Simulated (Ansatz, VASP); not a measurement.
One calculation of RhC2, two programs

```
Rh C
1.0
     0.00000    2.40826    2.40826
     2.40826    0.00000    2.40826
     2.40826    2.40826    0.00000
Rh C
1 2
Direct
  0.00000 0.00000 0.00000
  0.25000 0.25000 0.25000
  0.75000 0.75000 0.75000
```

Alike in both runs: task single point; functional PBEsol; k mesh 12 × 12 × 12; occupations gaussian, width 0.05 eV; no spin polarisation.

|  | VASP | Ansatz |
| --- | --- | --- |
| version | VASP 6.6.1 | Ansatz 0.2.0 |
| potentials or method | VASP PAW PBE potentials, release 64 (Rh_pv, C), cutoff 520 eV | scalar-relativistic, plane waves, PAW |
| valence electrons in the cell | 23 | 25 |

VASP gave:

```
gap on the k mesh at the Fermi level (eV) : none
pressure (GPa)                            : 12.2
```

Q: Which values does Ansatz return?

A: gap on the k mesh at the Fermi level (eV): none; pressure (GPa): 12.3.

VASP's potentials were made for PBE, not for PBEsol. A gap of «none» marks a metal or a gap that the smearing closes. VASP's potentials hold 23 valence electrons a cell and Ansatz's 25, so a difference there can come from the potentials and not from the codes.
